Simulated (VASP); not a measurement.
Here is a VASP 6.6.1 calculation.

Contents of POSCAR:

```
RbBr
1.0
    0.0000000000      3.4258659167      3.4258659167
    3.4258659167      0.0000000000      3.4258659167
    3.4258659167      3.4258659167      0.0000000000
Rb Br
1 1
Direct
    0.0000000000      0.0000000000      0.0000000000
    0.5000000000      0.5000000000      0.5000000000
```

Contents of INCAR.step1:

```
SYSTEM = RbBr
  ALGO = Normal
  EDIFF = 1E-4
  ENCUT = 520
  GGA = PE
  ISMEAR = 0
  LASPH = .TRUE.
  LCHARG = .FALSE.
  LREAL = .FALSE.
  LWAVE = .TRUE.
  NBANDS = 15
  NELM = 80
  PREC = Accurate
  SIGMA = 0.01
```

INCAR.step2

```
SYSTEM = RbBr
  ALGO = Normal
  EDIFF = 1E-7
  ENCUT = 520
  ISIF = 2
  ISMEAR = 0
  ISTART = 1
  LASPH = .TRUE.
  LCHARG = .FALSE.
  LMIXTAU = .TRUE.
  LREAL = .FALSE.
  LWAVE = .FALSE.
  METAGGA = R2SCAN
  NBANDS = 15
  NELM = 80
  PREC = Accurate
  SIGMA = 0.01
```

Contents of KPOINTS:

```
k-points
0
G
  6 6 6
  0 0 0
```

Potentials or basis: VASP PAW PBE potentials, release 64 (Rb_sv, Br).

Command:

```bash
$ cat potpaw_PBE.64/Rb_sv/POTCAR potpaw_PBE.64/Br/POTCAR > POTCAR
$ cp INCAR.step1 INCAR
$ mpirun -np 1 vasp_std > vasp.out
$ cp INCAR.step2 INCAR
$ mpirun -np 1 vasp_std > vasp.out
```

(1) What does it give for the pressure?

(2) Estimate the band gap on the k mesh.

Answers

(1) 0.5 GPa.

(2) 4.97 eV.

Caveat: the PAW data sets were made with another functional, which shifts forces and pressure a little.
